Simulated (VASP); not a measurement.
Set up this calculation in VASP 6.6.1, as the native input.

```
Task                   : relaxation of cell and atoms
Functional             : PBEsol
Potentials or basis    : VASP PAW PBE potentials, release 64 (Ba_sv, Te)
Cutoff                 : 600 eV
k mesh                 : 6 × 6 × 6
Occupations            : gaussian, width 0.01 eV
Spin                   : no spin polarisation
Target pressure        : -2 GPa
Dipole correction      : no
Further INCAR settings : ALGO = Normal; EDIFF = 1e-06; IBRION = 2; EDIFFG = -0.002; NSW = 100; ISIF = 3
```

The structure of BaTe lies in POSCAR:

```
BaTe
1.0
    3.4713714763      3.4713714763      0.0000000000
   -3.4713714763      3.4713714763      0.0000000000
    0.0000000000      3.4713714763      3.4713714763
Ba Te
1 1
Direct
    0.0000000000      0.0000000000      0.0000000000
    0.5000000000      0.5000000000      0.0000000000
```

These files were run (other wordings do the same):

INCAR

```
SYSTEM = BaTe
ALGO = Normal ; EDIFF = 1E-6
EDIFFG = -0.002 ; ENCUT = 600
GGA = PS ; IBRION = 2
ISIF = 3 ; ISMEAR = 0
LASPH = .True. ; LCHARG = .False.
LREAL = .False. ; LWAVE = .False.
NELM = 80 ; NSW = 100
PREC = Accurate ; PSTRESS = -20.0
SIGMA = 0.01
```

KPOINTS

```
k-points
0
Gamma
  6 6 6
  0 0 0
```

Potentials or basis: VASP PAW PBE potentials, release 64 (Ba_sv, Te).

The run is started by

```console
$ cat potpaw_PBE.64/Ba_sv/POTCAR potpaw_PBE.64/Te/POTCAR > POTCAR
$ mpirun -np 1 vasp_std > vasp.out
```

It gave:

```json
{
  "Relaxed volume": "45.57 Å³/atom",
  "Relaxed cell": "a = 5.051 Å, b = 5.051 Å, c = 5.051 Å, α = 60.00°, β = 60.00°, γ = 90.00°",
  "Space group after relaxing (to 0.05 Å)": "Fm-3m (No. 225)",
  "Energy change on relaxing (the enthalpy is what falls)": "+21.2 meV/atom",
  "Ionic steps": "3",
  "Pressure after relaxing": "-2.0 GPa",
  "Band gap on the k mesh": "1.56 eV, indirect (least direct gap 1.94 eV)"
}
```

Caveat: the cell is relaxed towards a set pressure, so the enthalpy falls and the energy may rise; the PAW data sets were made with another functional, which shifts forces and pressure a little; spin-orbit coupling is left out, which moves the levels of the heavy elements.

Wall time 56 s on 1 thread of Intel(R) Xeon(R) Platinum 8375C CPU @ 2.90GHz (Ice Lake) (shared host), peak memory 0.24 GiB.
